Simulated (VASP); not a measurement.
SiC:

```xyz
4
Lattice="3.0754 0.0000 0.0000 -1.5377 2.6633 0.0000 0.0000 0.0000 5.0481" Properties=species:S:1:pos:R:3 pbc="T T T"
Si    0.0000    1.7756    2.5220
Si    1.5377    0.8878    5.0460
C     0.0000    1.7756    4.4192
C     1.5377    0.8878    1.8951
```

Program: VASP 6.6.1. Alike in all runs: task single point; potentials or basis VASP PAW PBE potentials, release 64 (Si, C); no spin polarisation; cell as given; cutoff (eV) 520; smearing gaussian 0.01 eV. Hardware: 1 thread of AMD EPYC 9R45 (Zen 5), with other jobs on the host.

**Question.** Order these runs on this cell by their wall time, lowest first.
A. level r2SCAN; k mesh 9 × 9 × 4
B. level r2SCAN; k mesh 12 × 12 × 6
C. level PBE; k mesh 12 × 12 × 6

**Answer.** C (34 s), A (69 s), B (210 s).
